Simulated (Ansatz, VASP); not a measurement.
## Ge3W2: VASP beside Ansatz

INCAR

```
SYSTEM = Ge3W2
  PREC = Accurate
  ENCUT = 600
  EDIFF = 1E-6
  ISMEAR = 0
  SIGMA = 0.1
  LREAL = .False.
  LASPH = .True.
  NELM = 100
  ALGO = Normal
  ISIF = 3
  LWAVE = .False.
  LCHARG = .False.
  GGA = PE
  IBRION = 2
  NSW = 90
  EDIFFG = -0.04
```

KPOINTS

```
regular mesh
0
Gamma
  4 4 4
  0 0 0
```

Contents of POSCAR:

```
Ge3W2
1.0
    4.3417205300      0.0000000000      0.0000000000
    0.0000000000      4.3417205300      0.0000000000
    0.0000000000      0.0000000000      5.0161713400
Ge W
3 2
Direct
    0.0000000000      0.0000000000      0.8090468800
    0.0000000000      0.0000000000      0.1909531200
    0.5000000000      0.5000000000      0.5000000000
    0.0000000000      0.5000000000      0.2484511700
    0.5000000000      0.0000000000      0.7515488300
```

Input for Ansatz:

```yaml
crystal:
  lattice:
    - [4.34172053, 0.0, 0.0]
    - [0.0, 4.34172053, 0.0]
    - [0.0, 0.0, 5.01617134]
  atoms:
    - { symbol: Ge, position: [0.0, 0.0, 0.80904688] }
    - { symbol: Ge, position: [0.0, 0.0, 0.19095312] }
    - { symbol: Ge, position: [0.5, 0.5, 0.5] }
    - { symbol: W, position: [0.0, 0.5, 0.24845117] }
    - { symbol: W, position: [0.5, 0.0, 0.75154883] }
basis:
  ecutwfc: 420
kpoints:
  mp_grid: { grid: [4, 4, 4] }
hamiltonian:
  xc: pbe
scf:
  occupations: { method: gaussian, width: 0.1 }
  lower_state_search: "off"
output:
  forces: true
  stress: true
  eigenvalues: true
relax:
  adjacent_minimum: "off"
  f_tol: 0.04
  max_steps: 70
  cell: { stress_tol: 0.4 }
```

Alike in both runs: task relaxation of cell and atoms; functional PBE; k mesh 4 × 4 × 4; occupations gaussian, width 0.1 eV; no spin polarisation.

|  | VASP | Ansatz |
| --- | --- | --- |
| version | VASP 6.6.1 | Ansatz 0.2.0 |
| potentials or method | VASP PAW PBE potentials, release 64 (Ge_d, W_sv), cutoff 600 eV | scalar-relativistic, plane waves, PAW |
| valence electrons in the cell | 70 | 70 |

|  | VASP | Ansatz | Ansatz less VASP |
| --- | --- | --- | --- |
| gap on the k mesh at the Fermi level, each at its own relaxed structure (eV) | none | none | - |
| relaxed volume (Å³/atom) | 23.87 | 23.78 | -0.088 |
| relaxed cell length with the largest relative difference (Å) | 5.335 | 5.327 | -0.0086 |

A gap of «none» marks a metal or a gap that the smearing closes.

The k mesh is coarse, so the values compare programs but aren't converged. Neither program's run includes spin-orbit coupling. Noted on VASP's run: the volume moved by over 15 % at a fixed basis, so the end points are rough.
